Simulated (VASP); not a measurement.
A run of VASP 6.6.1 is set up as follows.

Contents of INCAR:

```
SYSTEM = PbF2
PREC     = Accurate       ! precision mode
ENCUT    = 520            ! plane-wave cutoff, eV
EDIFF    = 1E-6           ! SCF threshold, eV
ISMEAR   = -1             ! smearing method
SIGMA    = 0.02           ! smearing width, eV
LREAL    = .FALSE.        ! projectors in reciprocal space
LASPH    = .TRUE.         ! aspherical terms in the spheres
NELM     = 100            ! most SCF steps
ALGO     = Normal         ! electronic algorithm
ISIF     = 2              ! what is computed and relaxed
LWAVE    = .FALSE.        ! write WAVECAR
LCHARG   = .FALSE.        ! write CHGCAR
GGA      = PE             ! functional
NBANDS   = 21             ! bands
```

The input KPOINTS:

```
Automatic mesh
0
G
  8 8 8
  0 0 0
```

File POSCAR:

```
PbF2
1.0
    0.0000000000      2.9456366969      2.9456366969
    2.9456366969      0.0000000000      2.9456366969
    2.9456366969      2.9456366969      0.0000000000
Pb F
1 2
Direct
    0.0000000000      0.0000000000      0.0000000000
    0.2500000000      0.2500000000      0.2500000000
    0.7500000000      0.7500000000      0.7500000000
```

Potentials or basis: VASP PAW PBE potentials, release 64 (Pb_d, F).

Launch:

```console
$ cat potpaw_PBE.64/Pb_d/POTCAR potpaw_PBE.64/F/POTCAR > POTCAR
$ mpirun -np 1 vasp_std > vasp.out
```

**Question.** What does it give for the pressure?

**Answer.** 4.0 GPa.

**Question.** Estimate the band gap on the k mesh.

**Answer.** 4.41 eV, indirect (least direct gap 4.56 eV).

Caveat: the cell differs from its parent crystal (strain -0.5%); spin-orbit coupling is left out, which moves the levels of the heavy elements. A k mesh can miss the band edges.
